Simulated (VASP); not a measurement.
MgI2:

```
CELL_PARAMETERS angstrom
4.22120 0.00000 0.00000
-2.11060 3.65566 0.00000
0.00000 0.00000 7.01494
ATOMIC_POSITIONS crystal
I 0.66667 0.33333 0.75000
I 0.33333 0.66667 0.25000
Mg 0.00000 0.00000 0.00000
```

Base run:

- Program: VASP 6.6.1
- Functional: PBEsol
- Potentials or basis: VASP PAW PBE potentials, release 64 (I, Mg)
- Cutoff: 520 eV
- k mesh: 8 × 8 × 4
- Occupations: fermi-dirac, width 0.05 eV
- Spin: no spin polarisation

Its results: band gap on the k mesh 3.29 eV; pressure -2.3 GPa; largest force 0.525 eV/Å.

Question: The run is repeated on the same cell with these changes: functional from PBEsol to PBE. What comes out?

Answer: Band gap on the k mesh 3.39 eV; pressure -1.0 GPa; largest force 0.480 eV/Å.

PBE binds less tightly than PBEsol, so the same cell stands under more pressure.

Caveats: spin-orbit coupling is left out, which moves the levels of the heavy elements; this functional lacks dispersion, which binds the layers, so the pressure and a relaxed spacing across them are unreliable; the PAW data sets were made with another functional, which shifts forces and pressure a little (at least some runs).

A k mesh can miss the band edges.
